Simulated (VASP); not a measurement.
Wanted: the native input for a VASP 6.6.1 run.

```yaml
Task: single point
Functional: r2SCAN
Potentials_or_basis: VASP PAW PBE potentials, release 64 (Be, S)
Cutoff: 520 eV
k_mesh: 9 × 9 × 4
Occupations: gaussian, width 0.01 eV
Spin: no spin polarisation
Dipole_correction: no
Further_INCAR_settings: ALGO = Normal; EDIFF = 1e-06; NBANDS = 16
```

The system is BeS.

```
Be S
1.0
     3.39148    0.00000    0.00000
    -1.69574    2.93711    0.00000
     0.00000    0.00000    6.84969
Be S
2 2
Direct
  0.33333 0.66667 0.25000
  0.66667 0.33333 0.75000
  0.66667 0.33333 0.25000
  0.33333 0.66667 0.75000
```

This cell differs from its parent crystal: volume changed by -6%.

One way to write it, as run:

POSCAR

```
BeS
1.0
    3.3914808500      0.0000000000      0.0000000000
   -1.6957404250      2.9371085726      0.0000000000
    0.0000000000      0.0000000000      6.8496908084
Be S
2 2
Direct
    0.3333333333      0.6666666667      0.2500000000
    0.6666666667      0.3333333333      0.7500000000
    0.6666666667      0.3333333333      0.2500000000
    0.3333333333      0.6666666667      0.7500000000
```

INCAR.step1

```
SYSTEM = BeS
PREC = Accurate
ENCUT = 520
ISMEAR = 0
SIGMA = 0.01
LREAL = .False.
LASPH = .True.
NELM = 60
NBANDS = 16
GGA = PE
ALGO = Normal
EDIFF = 1E-4
LWAVE = .True.
LCHARG = .False.
```

INCAR.step2

```
SYSTEM = BeS
PREC = Accurate
ENCUT = 520
EDIFF = 1E-6
ISMEAR = 0
SIGMA = 0.01
LREAL = .False.
LASPH = .True.
NELM = 60
ALGO = Normal
ISIF = 2
LWAVE = .False.
LCHARG = .False.
METAGGA = R2SCAN
LMIXTAU = .True.
NBANDS = 16
ISTART = 1
```

KPOINTS

```
Automatic mesh
0
Gamma
  9 9 4
  0 0 0
```

Potentials or basis: VASP PAW PBE potentials, release 64 (Be, S).

Command:

```console
$ cat potpaw_PBE.64/Be/POTCAR potpaw_PBE.64/S/POTCAR > POTCAR
$ cp INCAR.step1 INCAR
$ mpirun -np 1 vasp_std > vasp.out
$ cp INCAR.step2 INCAR
$ mpirun -np 1 vasp_std > vasp.out
```

It gave:

* Pressure: 5.0 GPa
* Band gap on the k mesh: 4.49 eV, indirect (least direct gap 4.73 eV)

Caveat: the PAW data sets were made with another functional, which shifts forces and pressure a little.

Wall time 2.2 min on 1 thread of Intel(R) Xeon(R) Platinum 8488C (Sapphire Rapids) (shared host), peak memory 0.21 GiB.
